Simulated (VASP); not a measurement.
# C (R3m) in VASP: further runs

C is run at these levels: LDA; tasks: single point.

Everything below comes from runs of VASP 6.6.1. Logs are shortened: lines on timing, memory, paths and dates and some standing lists are left out, and cuts for length are marked.

## 1. The cell of the first run

It takes space group R3m (No. 160, trigonal). The conventional cell has a = 2.491 Å, b = 2.491 Å, c = 33.012 Å, α = 90.00°, β = 90.00°, γ = 120.00°. Within 2.0 Å of C (site symmetry 3m) lie 4 C at 1.53 Å. C (site symmetry 3m) has 4 C at 1.53 Å within 2.0 Å. C (site symmetry 3m) has 3 C at 1.53 Å within 2.0 Å. C (site symmetry 3m) has 4 C at 1.53 Å within 2.0 Å. C (site symmetry 3m) has 3 C at 1.53 Å within 2.0 Å. Within 2.0 Å of C (site symmetry 3m) lie 4 C at 1.53 Å. Within 2.0 Å of C (site symmetry 3m) lie 4 C at 1.53 to 1.55 Å. Within 2.0 Å of C (site symmetry 3m) lie 4 C at 1.53 to 1.55 Å.

## 2. Single point, LDA (the distance across one plane changed)

Input file INCAR:

```
SYSTEM = C
PREC     = Accurate       ! precision mode
ENCUT    = 520            ! plane-wave cutoff, eV
EDIFF    = 1E-7           ! SCF threshold, eV
ISMEAR   = 0              ! smearing method
SIGMA    = 0.05           ! smearing width, eV
LREAL    = .False.        ! projectors in reciprocal space
LASPH    = .True.         ! aspherical terms in the spheres
NELM     = 80             ! most SCF steps
ALGO     = Normal         ! electronic algorithm
ISIF     = 2              ! what is computed and relaxed
LWAVE    = .False.        ! write WAVECAR
LCHARG   = .True.         ! write CHGCAR
GGA      = CA             ! functional
LELF     = .True.         ! ELF
LVHAR    = .True.       
NBANDS   = 31             ! bands
ISYM     = 0
```

Input file KPOINTS:

```
Automatic mesh
0
Gamma
  10 10 3
  0 0 0
```

Input file POSCAR:

```
C
1.0
   -2.4912907516      0.0000000000      0.0000000000
   -1.2456453758     -2.1575210791      0.0000000000
    1.2456453758      0.7191736930     11.0038776052
C
10
Direct
    0.0095090480      0.0095090480      0.6279271439
    0.9632550984      0.9632550984      0.4891652951
    0.0876692675      0.0876692675      0.8624078024
    0.8850948789      0.8850948789      0.2546846367
    0.1566731464      0.1566731464      0.0694194392
    0.8388102639      0.8388102639      0.1158307918
    0.3584159722      0.3584159722      0.6746479166
    0.6143481742      0.6143481742      0.4424445225
    0.4054342066      0.4054342066      0.8157026197
    0.5673299398      0.5673299398      0.3013898193
```

Potentials or basis: VASP PAW LDA potentials, release 64 (C).

The run is started by

```console
cat potpaw_LDA.64/C/POTCAR > POTCAR
mpirun -np 1 vasp_std > vasp.out
```

OUTCAR:

```text
SYSTEM = C
   PREC = Accurate
   ENCUT = 520
   EDIFF = 1E-7
   ISMEAR = 0
   LREAL = .False.
   LASPH = .True.
   NELM = 80
   ISIF = 2
   GGA = CA
   ISYM = 0

 ion  position               nearest neighbor table
   1  0.010  0.010  0.628-   2 1.53   7 1.53   7 1.53   7 1.53
   2  0.963  0.963  0.489-   1 1.53   8 1.53   8 1.53   8 1.53
   3  0.088  0.088  0.862-   9 1.53   9 1.53   9 1.53
   4  0.885  0.885  0.255-  10 1.53  10 1.53  10 1.53   6 1.53
   5  0.157  0.157  0.069-   6 1.53   6 1.53   6 1.53
   6  0.839  0.839  0.116-   5 1.53   5 1.53   5 1.53   4 1.53
   7  0.358  0.358  0.675-   1 1.53   1 1.53   1 1.53   9 1.55
   8  0.614  0.614  0.442-   2 1.53   2 1.53   2 1.53  10 1.55
   9  0.405  0.405  0.816-   3 1.53   3 1.53   3 1.53   7 1.55
  10  0.567  0.567  0.301-   4 1.53   4 1.53   4 1.53   8 1.55

IMPORTANT INFORMATION: All symmetrisations will be switched off!
NOSYMM: (Re-)initialisation of all symmetry stuff for point group C_1.

----------------------------------------------------------------------------------------

                                     Primitive cell

  volume of cell :      59.1460

  direct lattice vectors                    reciprocal lattice vectors
    -2.491290752  0.000000000  0.000000000    -0.401398351  0.231747446  0.030292352
    -1.245645376 -2.157521079  0.000000000     0.000000000 -0.463494892  0.030292352
     1.245645376  0.719173693 11.003877605     0.000000000  0.000000000  0.090877056

  length of vectors
     2.491290752  2.491290752 11.097484650     0.464483737  0.464483737  0.090877056

  position of ions in fractional coordinates (direct lattice)
     0.009509048  0.009509048  0.627927144
     0.963255098  0.963255098  0.489165295
     0.087669267  0.087669267  0.862407802
     0.885094879  0.885094879  0.254684637
     0.156673146  0.156673146  0.069419439
     0.838810264  0.838810264  0.115830792
     0.358415972  0.358415972  0.674647917
     0.614348174  0.614348174  0.442444522
     0.405434207  0.405434207  0.815702620
     0.567329940  0.567329940  0.301389819

  ion indices of the primitive-cell ions
   primitive index   ion index
                 1           1
                 2           2
                 3           3
                 4           4
                 5           5
                 6           6
                 7           7
                 8           8
                 9           9
                10          10

----------------------------------------------------------------------------------------

 KPOINTS: Automatic mesh

Automatic generation of k-mesh.
 Grid dimensions read from file:
 generate k-points for:   10   10    3

 Generating k-lattice:

  Cartesian coordinates                     Fractional coordinates (reciprocal lattice)
    -0.040139835  0.023174745  0.003029235     0.100000000 -0.000000000  0.000000000
     0.000000000 -0.046349489  0.003029235     0.000000000  0.100000000  0.000000000
     0.000000000  0.000000000  0.030292352     0.000000000  0.000000000  0.333333333

  Length of vectors
     0.046448374  0.046448374  0.030292352

  Shift w.r.t. Gamma in fractional coordinates (k-lattice)
     0.000000000  0.000000000  0.000000000

 -----------------------------------------------------------------------------
|                                                                             |
|           W    W    AA    RRRRR   N    N  II  N    N   GGGG   !!!           |
|           W    W   A  A   R    R  NN   N  II  NN   N  G    G  !!!           |
|           W    W  A    A  R    R  N N  N  II  N N  N  G       !!!           |
|           W WW W  AAAAAA  RRRRR   N  N N  II  N  N N  G  GGG   !            |
|           WW  WW  A    A  R   R   N   NN  II  N   NN  G    G                |
|           W    W  A    A  R    R  N    N  II  N    N   GGGG   !!!           |
|                                                                             |
|     Your reciprocal lattice and k-lattice belong to different lattice       |
|     classes:                                                                |
|                                                                             |
|        The reciprocal lattice is rhombohedral (trigonal),                   |
|        whereas your k-lattice is base-centered monoclinic.                  |
|                                                                             |
|     Results are often still useful ...                                      |
|                                                                             |
 -----------------------------------------------------------------------------

 WARNING: IBZKPT: internal override: KBLOWUP is changed to .FALSE.
      ... skipping the blow-up phase ...

 Subroutine IBZKPT returns following result:
 ===========================================

 Found    152 irreducible k-points:

 Following reciprocal coordinates:
[... 74 lines left out ...]

  energy without entropy =      -98.83246309  energy(sigma->0) =      -98.83246309

 E-fermi :   9.4376     XC(G=0): -13.2326

 val. band max:        9.1467616910   @ k =   0.0000   0.0000   0.0000
 cond. band min:      11.2062210412   @ k =   0.0000   0.5000  -0.0000
 fundamental gap:      2.0594593502
 Fermi energy:         9.4375600008

 k-point     1 :       0.0000    0.0000    0.0000
  band No.  band energies     occupation
      1     -12.5470      2.00000
      2     -11.6873      2.00000
      3     -10.5879      2.00000
      4      -8.6906      2.00000
      5      -7.5814      2.00000
      6      -3.1124      2.00000
[... 23 lines left out ...]
     30      17.7800      0.00000
     31      17.7834      0.00000

 k-point     2 :       0.1000   -0.0000    0.0000
  band No.  band energies     occupation
      1     -12.2956      2.00000
      2     -11.4389      2.00000
      3     -10.3389      2.00000
      4      -8.4574      2.00000
      5      -7.3445      2.00000
      6      -2.9010      2.00000
[... 23 lines left out ...]
     30      17.9042      0.00000
     31      18.1910      0.00000

 k-point     3 :       0.2000   -0.0000    0.0000
  band No.  band energies     occupation
      1     -11.5453      2.00000
      2     -10.6980      2.00000
      3      -9.5963      2.00000
      4      -7.7620      2.00000
      5      -6.6400      2.00000
      6      -2.2918      2.00000
[... 23 lines left out ...]
     30      19.1049      0.00000
     31      19.1399      0.00000

 k-point     4 :       0.3000   -0.0000    0.0000
  band No.  band energies     occupation
      1     -10.3104      2.00000
      2      -9.4796      2.00000
      3      -8.3787      2.00000
      4      -6.6229      2.00000
      5      -5.4906      2.00000
      6      -1.5874      2.00000
[... 23 lines left out ...]
     30      19.2801      0.00000
     31      19.8434      0.00000

 k-point     5 :       0.4000   -0.0000    0.0000
  band No.  band energies     occupation
      1      -8.6343      2.00000
      2      -7.8344      2.00000
      3      -6.7551      2.00000
      4      -5.1585      2.00000
      5      -4.0374      2.00000
      6      -3.4621      2.00000
[... 23 lines left out ...]
     30      18.4691      0.00000
     31      19.9744      0.00000
[... 542 lines left out ...]
     30      19.8475      0.00000
     31      20.2043      0.00000

 k-point    22 :       0.5000    0.2000   -0.0000
  band No.  band energies     occupation
      1      -7.9285      2.00000
      2      -7.1622      2.00000
      3      -6.0351      2.00000
      4      -4.6210      2.00000
      5      -3.3157      2.00000
      6      -3.0601      2.00000
[... 23 lines left out ...]
     30      20.0072      0.00000
     31      20.4991      0.00000

 k-point    23 :      -0.4000    0.2000   -0.0000
  band No.  band energies     occupation
      1      -6.3488      2.00000
      2      -5.8254      2.00000
      3      -5.2291      2.00000
      4      -4.6682      2.00000
      5      -3.8962      2.00000
      6      -3.3780      2.00000
[... 23 lines left out ...]
     30      19.9741      0.00000
     31      20.7418      0.00000

 k-point    24 :      -0.3000    0.2000    0.0000
  band No.  band energies     occupation
      1      -7.9347      2.00000
      2      -7.1327      2.00000
      3      -6.1033      2.00000
      4      -4.4915      2.00000
      5      -3.4573      2.00000
      6      -3.0228      2.00000
[... 23 lines left out ...]
     30      20.1145      0.00000
     31      20.6200      0.00000

 [... further k-points ...]
[... 5 lines left out ...]
  --------------------------------------------------------------------------------------
  -------------------------------------------------------------------------------------
  Total       -0.1976297     -0.1975089     -9.0660376     -0.0001054      0.0000920      0.0001586
  in kB       -5.3534958     -5.3502251   -245.5855913     -0.0028558      0.0024921      0.0042960
  external PRESSURE =     -85.4297707 kB  Pullay stress =       0.0000000 kB

 VOLUME and BASIS-vectors are now :
 -----------------------------------------------------------------------------
  energy-cutoff  :      520.00
  volume of cell :       59.15
      direct lattice vectors                 reciprocal lattice vectors
    -2.491290752  0.000000000  0.000000000    -0.401398351  0.231747446  0.030292352
    -1.245645376 -2.157521079  0.000000000     0.000000000 -0.463494892  0.030292352
     1.245645376  0.719173693 11.003877605     0.000000000  0.000000000  0.090877056

 POSITION                                       TOTAL-FORCE (eV/Angst)
 -----------------------------------------------------------------------------------
      0.74664      0.43107      6.90963        -0.000117     -0.000068      0.114956
     -2.99030     -1.72645      5.38272         0.000100      0.000058     -0.041336
      0.74664      0.43107      9.48983         0.000033      0.000019      0.843524
     -2.99030     -1.72645      2.80252        -0.000078     -0.000045      0.365148
     -0.49901     -0.28810      0.76388        -0.000056     -0.000033     -0.762018
     -2.99030     -1.72645      1.27459         0.000058      0.000034     -2.971777
     -0.49901     -0.28810      7.42374         0.000032      0.000018     -0.357532
     -1.74465     -1.00727      4.86861        -0.000033     -0.000019      0.031539
     -0.49901     -0.28810      8.97589        -0.000042     -0.000024      2.871419
     -1.74465     -1.00727      3.31646         0.000103      0.000059     -0.093921
 -----------------------------------------------------------------------------------
    total drift:                               -0.000019     -0.000011      0.000121

  FREE ENERGIE OF THE ION-ELECTRON SYSTEM (eV)
  ---------------------------------------------------
  free  energy   TOTEN  =       -98.8324630949 eV

  energy  without entropy=      -98.8324630949  energy(sigma->0) =      -98.83246309
```

It took 2.1 min on 1 thread of AMD EPYC 9R45 (Zen 5), shared host; peak memory 0.24 GiB.

Results:

| Quantity | Value |
| --- | --- |
| Free energy | -98.8325 eV |
| Pressure | -8.5 GPa |
| Largest force | 2.972 eV/Å |
| Band gap on the k mesh | 2.06 eV (least direct gap 2.43 eV) |

Forces in eV/Å, atoms in the order of the input:
```
C    0.000  0.000  0.115
C    0.000  0.000 -0.041
C    0.000  0.000  0.844
C    0.000  0.000  0.365
C    0.000  0.000 -0.762
C    0.000  0.000 -2.972
C    0.000  0.000 -0.358
C    0.000  0.000  0.032
C    0.000  0.000  2.871
C    0.000  0.000 -0.094
```

Caveat: the cell differs from its parent crystal (the distance across one plane changed); the cell stands under tension; an odd mesh through Γ misses points on the zone boundary, where band edges can lie; forces of over 1 eV/Å act on the atoms, so gaps and moduli don't describe the material at rest.

## 3. Single point, LDA (the distance across one plane changed)

Input file INCAR:

```
ALGO     = Normal         # electronic algorithm
EDIFF    = 1E-7           # SCF threshold, eV
ENCUT    = 520            # plane-wave cutoff, eV
ISIF     = 2              # what is computed and relaxed
ISMEAR   = 0              # smearing method
ISYM     = 0            
LASPH    = T              # aspherical terms in the spheres
LCHARG   = F              # write CHGCAR
LREAL    = F              # projectors in reciprocal space
LWAVE    = F              # write WAVECAR
NBANDS   = 31             # bands
NELM     = 80             # most SCF steps
PREC     = Accurate       # precision mode
SIGMA    = 0.05           # smearing width, eV
```

Input file KPOINTS:

```
k-points
0
Gamma
  10 10 3
```

Input file POSCAR:

```
C
1.0
   -2.4912907516      0.0000000000      0.0000000000
   -1.2456453758     -2.1575210791      0.0000000000
    1.2456453758      0.7191736930     11.2538776052
C
10
Direct
    0.0048593384      0.0048593384      0.6139780153
    0.9596329002      0.9596329002      0.4782987007
    0.0812832626      0.0812832626      0.8432497879
    0.8832089760      0.8832089760      0.2490269281
    0.1561591055      0.1561591055      0.0678773165
    0.8379525537      0.8379525537      0.1132576611
    0.3534203021      0.3534203021      0.6596609063
    0.6110719366      0.6110719366      0.4326158097
    0.3993940469      0.3993940469      0.7975821406
    0.5650981918      0.5650981918      0.2946945755
```

Potentials or basis: VASP PAW LDA potentials, release 64 (C).

The run is started by

```console
cat potpaw_LDA.64/C/POTCAR > POTCAR
mpirun -np 1 vasp_std > vasp.out
```

Wall time 2.3 min (1 thread of AMD EPYC 9R45 (Zen 5), shared host); peak memory 0.25 GiB.

It converged, with:

- Free energy: -98.0585 eV
- Pressure: -8.1 GPa
- Largest force: 3.442 eV/Å

Forces in eV/Å, atoms in the order of the input:
```
C    0.000  0.000  0.157
C    0.000  0.000 -0.062
C    0.000  0.000 -0.084
C    0.000  0.000  0.480
C    0.000  0.000  0.193
C    0.000  0.000 -3.442
C    0.000  0.000 -0.476
C    0.000  0.000  0.050
C    0.000  0.000  3.318
C    0.000  0.000 -0.134
```

Stress tensor (GPa, compression positive):
```
 -0.77   0.00   0.00
  0.00  -0.77   0.00
  0.00   0.00 -22.70
```

Caveat: the cell differs from its parent crystal (the distance across one plane changed); the cell stands under tension; forces of over 1 eV/Å act on the atoms, so gaps and moduli don't describe the material at rest.

## 4. Single point, LDA (the distance across one plane changed)

Input file INCAR:

```
SYSTEM = C
ALGO = Normal
EDIFF = 1E-6
ENCUT = 520
GGA = CA
ISIF = 2
ISMEAR = 0
ISYM = 0
LASPH = .True.
LCHARG = .False.
LREAL = .False.
LWAVE = .False.
NBANDS = 31
NELM = 80
PREC = Accurate
SIGMA = 0.05
```

Input file KPOINTS:

```
k-points
0
Gamma
  10 10 3
  0 0 0
```

Input file POSCAR:

```
C
1.0
   -2.4912907516      0.0000000000      0.0000000000
   -1.2456453758     -2.1575210791      0.0000000000
    1.2456453758      0.7191736930     11.7538776052
C
10
Direct
   -0.0038466965     -0.0038466965      0.5878599105
    0.9528507597      0.9528507597      0.4579522790
    0.0693262187      0.0693262187      0.8073786560
    0.8796778445      0.8796778445      0.2384335335
    0.1551966243      0.1551966243      0.0649898730
    0.8363465920      0.8363465920      0.1084397761
    0.3440664967      0.3440664967      0.6315994900
    0.6049375665      0.6049375665      0.4142126995
    0.3880845572      0.3880845572      0.7636536717
    0.5609195059      0.5609195059      0.2821585178
```

The run is started by

```console
cat potpaw_LDA.64/C/POTCAR > POTCAR
mpirun -np 1 vasp_std > vasp.out
```

Wall time 2.3 min (1 thread of AMD EPYC 9R45 (Zen 5), shared host); peak memory 0.26 GiB.

The run converged. Its results:

```yaml
Free_energy: -96.9364 eV
Pressure: -6.3 GPa
Largest_force: 3.987 eV/Å
```

Forces on the atoms (eV/Å):
```
C   -0.001  0.000  0.228
C    0.001  0.000 -0.103
C    0.000  0.000 -1.536
C   -0.001  0.000  0.644
C    0.000  0.000  1.702
C    0.000  0.000 -3.987
C    0.001  0.000 -0.657
C   -0.001  0.000  0.088
C    0.000  0.000  3.825
C    0.001  0.000 -0.203
```

Stress tensor (GPa, compression positive):
```
 -0.95   0.00   0.01
  0.00  -0.95   0.00
  0.01   0.00 -16.97
```

Caveat: the cell differs from its parent crystal (the distance across one plane changed); the cell stands under tension; forces of over 1 eV/Å act on the atoms, so gaps and moduli don't describe the material at rest.

## 5. Summary

| cell | pressure (GPa) | largest force (eV/Å) |
| --- | --- | --- |
| a = 2.491, b = 2.491, c = 11.097 Å, angles 96.4, 96.4, 60.0°, 10 atoms | -8.5 | 2.97 |
| a = 2.491, b = 2.491, c = 11.345 Å, angles 96.3, 96.3, 60.0°, 10 atoms | -8.1 | 3.44 |
| a = 2.491, b = 2.491, c = 11.842 Å, angles 96.0, 96.0, 60.0°, 10 atoms | -6.3 | 3.99 |

Alike in all rows: task single point; level LDA; potentials or basis VASP PAW LDA potentials, release 64 (C); no spin polarisation; k mesh 10 × 10 × 3; cutoff (eV) 520; smearing gaussian 0.05 eV.

Caveats: the cell stands under tension; forces of over 1 eV/Å act on the atoms, so gaps and moduli don't describe the material at rest; an odd mesh through Γ misses points on the zone boundary, where band edges can lie (at least some runs).

Absolute energies hang on the potentials; compare differences alone.
